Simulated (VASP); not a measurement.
# B5O (P6/mmm) in VASP: a series of runs

The runs below take B5O through single point, relaxation of cell and atoms, with PBE.

Program: VASP 6.6.1. These are calculated values, not measurements. Logs are shortened: lines on timing, memory, paths and dates and some standing lists are left out, and cuts for length are marked.

## Step 1: The cell of the first run

It takes space group P6/mmm (No. 191, hexagonal). The conventional cell has a = 4.046 Å, b = 4.046 Å, c = 2.911 Å, α = 90.00°, β = 90.00°, γ = 120.00°. B (site symmetry -6m2) has 9 B at 1.87 to 2.34 Å and 3 O at 2.34 Å within 2.5 Å. B (site symmetry mmm) has 8 B at 1.87 to 2.02 Å and 4 O at 2.49 Å within 2.5 Å. O (site symmetry 6/mmm) has 18 B at 2.34 to 2.49 Å and 2 O at 2.91 Å within 3.1 Å.

## Step 2: Single point, PBE

INCAR reads:

```
SYSTEM = B5O
PREC = Accurate ; ENCUT = 520
EDIFF = 1E-6 ; ISMEAR = 0
SIGMA = 0.1 ; LREAL = .FALSE.
LASPH = .TRUE. ; NELM = 100
ALGO = Normal ; ISIF = 2
LWAVE = .FALSE. ; LCHARG = .FALSE.
GGA = PE ; NBANDS = 20
```

KPOINTS reads:

```
Automatic mesh
0
G
  12 12 14
  0 0 0
```

POSCAR reads:

```
B5O
1.0
    4.0458208387      0.0000000000      0.0000000000
   -2.0229104193      3.5037836255      0.0000000000
    0.0000000000      0.0000000000      2.9114694960
B O
5 1
Direct
    0.6666666667      0.3333333333      0.0000000000
    0.3333333333      0.6666666667      0.0000000000
    0.5000000000      0.5000000000      0.5000000000
    0.0000000000      0.5000000000      0.5000000000
    0.5000000000      0.0000000000      0.5000000000
    0.0000000000      0.0000000000      0.0000000000
```

Potentials or basis: VASP PAW PBE potentials, release 64 (B, O).

Command:

```
$ cat potpaw_PBE.64/B/POTCAR potpaw_PBE.64/O/POTCAR > POTCAR
$ mpirun -np 1 vasp_std > vasp.out
```

OUTCAR:

```text
SYSTEM = B5O
   PREC = Accurate
   ENCUT = 520
   EDIFF = 1E-6
   ISMEAR = 0
   LREAL = .FALSE.
   LASPH = .TRUE.
   NELM = 100
   ISIF = 2
   GGA = PE

 ion  position               nearest neighbor table
   1  0.667  0.333  0.000-   5 1.87   5 1.87   4 1.87   4 1.87   3 1.87   3 1.87
   2  0.333  0.667  0.000-   5 1.87   5 1.87   4 1.87   4 1.87   3 1.87   3 1.87
   3  0.500  0.500  0.500-   1 1.87   2 1.87   1 1.87   2 1.87   5 2.02   5 2.02   4 2.02   4 2.02

   4  0.000  0.500  0.500-   1 1.87   2 1.87   1 1.87   2 1.87   3 2.02   3 2.02   5 2.02   5 2.02

   5  0.500  0.000  0.500-   1 1.87   2 1.87   1 1.87   2 1.87   3 2.02   3 2.02   4 2.02   4 2.02

   6  0.000  0.000  0.000-

  LATTYP: Found a hexagonal cell.
 ALAT       =     4.0458208387
 C/A-ratio  =     0.7196239310

  Lattice vectors:

 A1 = (   4.0458208387,   0.0000000000,   0.0000000000)
 A2 = (  -2.0229104193,   3.5037836255,   0.0000000000)
 A3 = (   0.0000000000,   0.0000000000,   2.9114694960)

Analysis of symmetry for initial positions (statically):
=====================================================================
 Subroutine PRICEL returns:
 Original cell was already a primitive cell.

 Routine SETGRP: Setting up the symmetry group for a
 hexagonal supercell.

 Subroutine GETGRP returns: Found 24 space group operations
 (whereof 24 operations were pure point group operations)
 out of a pool of 24 trial point group operations.

The static configuration has the point symmetry D_6h.

Analysis of symmetry for dynamics (positions and initial velocities):
=====================================================================
 Subroutine PRICEL returns:
 Original cell was already a primitive cell.

 Routine SETGRP: Setting up the symmetry group for a
 hexagonal supercell.

 Subroutine GETGRP returns: Found 24 space group operations
 (whereof 24 operations were pure point group operations)
 out of a pool of 24 trial point group operations.

The dynamic configuration has the point symmetry D_6h.

 Subroutine INISYM returns: Found 24 space group operations
 (whereof 24 operations are pure point group operations),
 and found     1 'primitive' translations

----------------------------------------------------------------------------------------

                                     Primitive cell

  volume of cell :      41.2721

  direct lattice vectors                    reciprocal lattice vectors
     4.045820839  0.000000000  0.000000000     0.247168632  0.142702876  0.000000000
    -2.022910419  3.503783626  0.000000000     0.000000000  0.285405752  0.000000000
     0.000000000  0.000000000  2.911469496     0.000000000  0.000000000  0.343469166

  length of vectors
     4.045820839  4.045820839  2.911469496     0.285405752  0.285405752  0.343469166

  position of ions in fractional coordinates (direct lattice)
     0.666666667  0.333333333  0.000000000
     0.333333333  0.666666667  0.000000000
     0.500000000  0.500000000  0.500000000
     1.000000000  0.500000000  0.500000000
     0.500000000  0.000000000  0.500000000
     0.000000000  0.000000000  0.000000000

  ion indices of the primitive-cell ions
   primitive index   ion index
                 1           1
                 2           2
                 3           3
                 4           4
                 5           5
                 6           6

----------------------------------------------------------------------------------------

 KPOINTS: Automatic mesh

Automatic generation of k-mesh.
 Grid dimensions read from file:
 generate k-points for:   12   12   14

 Generating k-lattice:

  Cartesian coordinates                     Fractional coordinates (reciprocal lattice)
     0.020597386  0.011891906  0.000000000     0.083333333  0.000000000  0.000000000
     0.000000000  0.023783813  0.000000000     0.000000000  0.083333333  0.000000000
     0.000000000  0.000000000  0.024533512     0.000000000  0.000000000  0.071428571

  Length of vectors
     0.023783813  0.023783813  0.024533512

  Shift w.r.t. Gamma in fractional coordinates (k-lattice)
     0.000000000  0.000000000  0.000000000

 Subroutine IBZKPT returns following result:
 ===========================================

 Found    152 irreducible k-points:

 Following reciprocal coordinates:
            Coordinates               Weight
  0.000000  0.000000  0.000000      1.000000
  0.083333 -0.000000  0.000000      6.000000
  0.166667  0.000000  0.000000      6.000000
  0.250000  0.000000  0.000000      6.000000
  0.333333 -0.000000  0.000000      6.000000
  0.416667  0.000000  0.000000      6.000000
[... 16 lines left out ...]
  0.250000  0.000000  0.071429     12.000000
  0.333333 -0.000000  0.071429     12.000000
 [... further k-points ...]
   k-points           NKPTS =    152   k-points in BZ     NKDIM =    152   number of bands    NBANDS=     20
   number of dos      NEDOS =    301   number of ions     NIONS =      6
   total plane-waves  NPLWV =  21600
   dimension x,y,z NGX =    30 NGY =   30 NGZ =   24
   dimension x,y,z NGXF=    60 NGYF=   60 NGZF=   48
   ions per type =               5   1
   NGX,Y,Z   is equivalent  to a cutoff of  12.33, 12.33, 13.70 a.u.
   NGXF,Y,Z  is equivalent  to a cutoff of  24.65, 24.65, 27.41 a.u.
 SYSTEM =  B5O
   PREC   = accura    normal or accurate (medium, high low for compatibility)
   ISTART =      0    job   : 0-new  1-cont  2-samecut
   ICHARG =      2    charge: 1-file 2-atom 10-const
   ISPIN  =      1    spin polarized calculation?
   LNONCOLLINEAR =      F non collinear calculations
   LSORBIT =      F    spin-orbit coupling
   LASPH  =      T    aspherical Exc in radial PAW
   ENCUT  =  520.0 eV  38.22 Ry    6.18 a.u.   7.52  7.52  5.41*2*pi/ulx,y,z
   NELM   =    100;   NELMIN=  2; NELMDL= -5     # of ELM steps
   EDIFF  = 0.1E-05   stopping-criterion for ELM
   LREAL  =      F    real-space projection
   EDIFFG = 0.1E-04   stopping-criterion for IOM
   NSW    =      0    number of steps for IOM
   IBRION =     -1    ionic relax: 0-MD 1-quasi-New 2-CG
   NFREE  =      0    steps in history (QN), initial steepest desc. (CG)
   ISIF   =      2    stress and relaxation
   ISYM   =      2    0-nonsym 1-usesym 2-fastsym
   POTIM  = 0.5000    time-step for ionic-motion
   TEBEG  =    0.0;   TEEND  =   0.0 temperature during run
   PSTRESS=    0.0 pullay stress
   NELECT =      21.0000    total number of electrons
   NUPDOWN=      -1.0000    fix difference up-down
   EMIN   =  10.00;   EMAX   =-10.00  energy-range for DOS
   EFERMI =   0.00;   METHOD = LEGACY
   ISMEAR =     0;   SIGMA  =   0.10  broadening in eV -4-tet -1-fermi 0-gaus
   EFERMI_NEDOS =   21; number of points for ismear=-14 and -15
   IALGO  =     38    algorithm
   IMIX   =      4    mixing-type and parameters
     AMIX     =   0.40;   BMIX     =  1.00
     AMIX_MAG =   1.60;   BMIX_MAG =  1.00
  volume/ion in A,a.u.               =       6.88        46.42
  Fermi-wavevector in a.u.,A,eV,Ry     =   1.306961  2.469798 23.240742  1.708146
  Thomas-Fermi vector in A             =   2.437728
   LORBIT       =      0    0 simple, 1 ext, 2 COOP (PROOUT), +10 PAW based schemes
   GGA     = PE    functional components
   LHFCALC =     F    Hartree Fock is set to
   AEXX    =    0.0000 exact exchange contribution
   IVDW    =     0    specifies the selected vdW correction
   LEPSILON=     F    determine dielectric tensor
   LRPA    =     F    only Hartree local field effects (RPA)
 non-spin polarized calculation
 Gauss-broadening in eV      SIGMA  =   0.10
  energy-cutoff  :      520.00
  volume of cell :       41.27
 maximum number of plane-waves:      1129
   NGX = 15   NGY = 15   NGZ = 11

 number of electron      21.0000003 magnetization

 Free energy of the ion-electron system (eV)
  ---------------------------------------------------
  ext. energy  EPLUGINS =         0.00000000
  ---------------------------------------------------
  free energy    TOTEN  =       -30.96318453 eV

  energy without entropy =      -30.95028678  energy(sigma->0) =      -30.95673566

 E-fermi :   7.0912     XC(G=0): -12.2714

 val. band max:        7.0844494969   @ k =   0.0833   0.0833   0.1429
 cond. band min:       7.0969401042   @ k =   0.3333   0.1667   0.5000
 fundamental gap:      0.0124906073
 Fermi energy:         7.0911855370

 k-point     1 :       0.0000    0.0000    0.0000
  band No.  band energies     occupation
      1     -11.9317      2.00000
      2      -6.6373      2.00000
      3      -2.9493      2.00000
      4       0.4773      2.00000
      5       0.4773      2.00000
      6       0.5287      2.00000
[... 12 lines left out ...]
     19      17.3473      0.00000
     20      17.3473      0.00000

 k-point     2 :       0.0833   -0.0000    0.0000
  band No.  band energies     occupation
      1     -11.8875      2.00000
      2      -6.6994      2.00000
      3      -3.1982      2.00000
      4      -0.2409      2.00000
      5      -0.0122      2.00000
      6       1.1746      2.00000
[... 12 lines left out ...]
     19      17.0788      0.00000
     20      17.6097      0.00000

 k-point     3 :       0.1667    0.0000    0.0000
  band No.  band energies     occupation
      1     -11.7598      2.00000
      2      -6.8749      2.00000
      3      -3.7992      2.00000
      4      -0.8555      2.00000
      5       0.0321      2.00000
      6       1.3728      2.00000
[... 12 lines left out ...]
     19      16.7463      0.00000
     20      18.0314      0.00000

 k-point     4 :       0.2500    0.0000    0.0000
  band No.  band energies     occupation
      1     -11.5649      2.00000
      2      -7.1379      2.00000
      3      -4.4613      2.00000
      4      -1.3373      2.00000
      5       0.4504      2.00000
      6       1.6971      2.00000
[... 429 lines left out ...]
 k-point    23 :       0.2500    0.0000    0.0714
  band No.  band energies     occupation
      1     -11.5237      2.00000
      2      -7.1010      2.00000
      3      -4.4138      2.00000
      4      -1.2738      2.00000
      5       0.4230      2.00000
      6       1.3749      2.00000
[... 12 lines left out ...]
     19      16.5661      0.00000
     20      18.2402      0.00000

 k-point    24 :       0.3333   -0.0000    0.0714
  band No.  band energies     occupation
      1     -11.3002      2.00000
      2      -7.3955      2.00000
      3      -4.9439      2.00000
      4      -1.6193      2.00000
      5       0.9850      2.00000
      6       1.8079      2.00000
[... 12 lines left out ...]
     19      16.5635      0.00000
     20      17.8512      0.00000

 [... further k-points ...]

------------------------ aborting loop because EDIFF is reached ----------------------------------------

  FORCE on cell =-STRESS in cart. coord.  units (eV):
  Direction    XX          YY          ZZ          XY          YZ          ZX
  --------------------------------------------------------------------------------------
  -------------------------------------------------------------------------------------
  Total       -0.0519067     -0.0519067     -0.0239947     -0.0000000      0.0000000      0.0000000
  in kB       -2.0150147     -2.0150147     -0.9314727     -0.0000000      0.0000000      0.0000000
  external PRESSURE =      -1.6538340 kB  Pullay stress =       0.0000000 kB

 VOLUME and BASIS-vectors are now :
 -----------------------------------------------------------------------------
  energy-cutoff  :      520.00
  volume of cell :       41.27
      direct lattice vectors                 reciprocal lattice vectors
     4.045820839  0.000000000  0.000000000     0.247168632  0.142702876  0.000000000
    -2.022910419  3.503783626  0.000000000     0.000000000  0.285405752  0.000000000
     0.000000000  0.000000000  2.911469496     0.000000000  0.000000000  0.343469166

 POSITION                                       TOTAL-FORCE (eV/Angst)
 -----------------------------------------------------------------------------------
      2.02291      1.16793      0.00000         0.000000     -0.000000      0.000000
     -0.00000      2.33586      0.00000        -0.000000     -0.000000      0.000000
      1.01146      1.75189      1.45573         0.000000      0.000000      0.000000
     -1.01146      1.75189      1.45573         0.000000      0.000000      0.000000
      2.02291      0.00000      1.45573         0.000000      0.000000      0.000000
      0.00000      0.00000      0.00000         0.000000      0.000000      0.000000
 -----------------------------------------------------------------------------------
    total drift:                               -0.000000      0.000000      0.000000

  FREE ENERGIE OF THE ION-ELECTRON SYSTEM (eV)
  ---------------------------------------------------
  free  energy   TOTEN  =       -30.9631845321 eV

  energy  without entropy=      -30.9502867798  energy(sigma->0) =      -30.95673566
```

Wall time 53 s (1 thread of AMD EPYC 9R45 (Zen 5), shared host); peak memory 0.19 GiB.

What came out:

```
Free energy            : -30.9632 eV
Pressure               : -0.2 GPa
Band gap on the k mesh : zero (an odd number of electrons rules out a gap without spin polarisation)
```

Levels at points of the mesh, in eV from the Fermi level:
```
           k point  band 7  band 8  band 9  band 10  band 11  band 12  band 13  band 14
(0.00, 0.00, 0.00)   -6.56   -5.98   -0.73     1.12     1.12     2.28     2.42     4.11
(0.50, 0.00, 0.00)   -2.90   -2.59   -0.84    -0.82     0.24     0.93     1.84     3.80
(0.00, 0.00, 0.50)   -3.92   -3.92   -2.84    -2.14    -2.14    -1.71    -0.75    -0.75
(0.50, 0.00, 0.50)   -6.23   -3.59   -0.74    -0.54     0.66     1.30     3.28     3.79
```

Caveat: an odd number of electrons without spin polarisation forces a metal; a magnetic or distorted state may lie lower.

## Step 3: Relaxation of cell and atoms, PBE

This run uses another cell than the first one, of 6.90 Å³/atom.

INCAR reads:

```
PREC = Accurate
ENCUT = 600
EDIFF = 1E-6
ISMEAR = 0
SIGMA = 0.1
LREAL = F
LASPH = T
NELM = 100
ALGO = Normal
ISIF = 3
LWAVE = F
LCHARG = F
GGA = PE
IBRION = 2
NSW = 100
EDIFFG = -0.01
```

KPOINTS reads:

```
regular mesh
0
Gamma
  12 12 14
```

POSCAR, as its differences from that of step 2:

```diff
@@ -2,5 +2,5 @@
 1.0
-    4.0458208387      0.0000000000      0.0000000000
-   -2.0229104193      3.5037836255      0.0000000000
-    0.0000000000      0.0000000000      2.9114694960
+    4.0550731670      0.0000000000      0.0000000000
+   -2.0275365835      3.5117963768      0.0000000000
+    0.0000000000      0.0000000000      2.9051370406
 B O
```

Potentials or basis: VASP PAW PBE potentials, release 64 (B, O).

Command:

```
$ cat potpaw_PBE.64/B/POTCAR potpaw_PBE.64/O/POTCAR > POTCAR
$ mpirun -np 1 vasp_std > vasp.out
```

It took 1.7 min on 1 thread of AMD EPYC 9R45 (Zen 5), shared host; peak memory 0.2 GiB.

It converged, with:

- Free energy: -30.9688 eV
- Relaxed volume: 6.87 Å³/atom
- Relaxed cell: a = 4.043 Å, b = 4.043 Å, c = 2.912 Å, α = 90.00°, β = 90.00°, γ = 120.00°
- Space group after relaxing (to 0.1 Å): P6/mmm (No. 191)
- Energy gained by relaxing: 0.1 meV/atom
- Ionic steps: 5
- Pressure after relaxing: -0.1 GPa

Stress tensor (GPa, compression positive):
```
-0.04  0.00  0.00
 0.00 -0.04  0.00
 0.00  0.00 -0.17
```

Step by step:
| step | energy change (eV) | largest force (eV/Å) | pressure (GPa) | volume (Å³) |
| --- | --- | --- | --- | --- |
| 1 | 0.0000 | 0.0000 | -0.45 | 41.37 |
| 2 | -0.0007 | 0.0000 | -0.04 | 41.25 |
| 3 | -0.0008 | 0.0000 | 0.20 | 41.18 |
| 4 | -0.0008 | 0.0000 | 0.16 | 41.19 |
| 5 | -0.0008 | 0.0000 | -0.08 | 41.23 |

Final structure:
```yaml
crystal:
  lattice:
    - [4.04325, 0.00000, 0.00000]
    - [-2.02162, 3.50156, 0.00000]
    - [0.00000, 0.00000, 2.91227]
  atoms:
    - { symbol: B, position: [0.66667, 0.33333, 0.00000] }
    - { symbol: B, position: [0.33333, 0.66667, 0.00000] }
    - { symbol: B, position: [0.50000, 0.50000, 0.50000] }
    - { symbol: B, position: [0.00000, 0.50000, 0.50000] }
    - { symbol: B, position: [0.50000, 0.00000, 0.50000] }
    - { symbol: O, position: [0.00000, 0.00000, 0.00000] }
```

Levels at points of the mesh, in eV from the Fermi level:
| k point | band 8 | band 9 | band 10 | band 11 | band 12 | band 13 |
| --- | --- | --- | --- | --- | --- | --- |
| (0.00, 0.00, 0.00) | -6.00 | -0.73 | 1.12 | 1.12 | 2.27 | 2.40 |
| (0.50, 0.00, 0.00) | -2.60 | -0.84 | -0.83 | 0.25 | 0.94 | 1.83 |
| (0.00, 0.00, 0.50) | -3.93 | -2.85 | -2.15 | -2.15 | -1.71 | -0.75 |
| (0.50, 0.00, 0.50) | -3.60 | -0.74 | -0.54 | 0.67 | 1.31 | 3.29 |

Caveat: the highest band is partly filled, so the run has too few bands.
